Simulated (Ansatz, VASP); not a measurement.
## Two plane-wave programs on Sc

```
Sc
1.0
     3.35843    0.00000    0.00000
    -1.67921    2.90849    0.00000
     0.00000    0.00000    5.26800
Sc
2
Direct
  0.33333 0.66667 0.25000
  0.66667 0.33333 0.75000
```

Change from the starting cell: strain +0.015 along x and y, +0.000 along z, atoms carried along.

Alike in both runs: task single point; functional PBEsol; k mesh 18 × 18 × 10; occupations gaussian, width 0.15 eV; no spin polarisation.

|  | VASP | Ansatz |
| --- | --- | --- |
| version | VASP 6.6.1 | Ansatz 0.2.0 |
| potentials or method | VASP PAW PBE potentials, release 64 (Sc_sv), cutoff 520 eV | scalar-relativistic, plane waves, PAW |
| valence electrons in the cell | 22 | 22 |

```tsv
	VASP	Ansatz	Ansatz less VASP
gap on the k mesh at the Fermi level (eV)	none	none	-
pressure (GPa)	-4.1	-4.1	0.00
traceless stress, the component that is largest in VASP (GPa)	-0.31	-0.31	0.000
```

VASP's potentials were made for PBE, not for PBEsol. A gap of «none» marks a metal or a gap that the smearing closes.
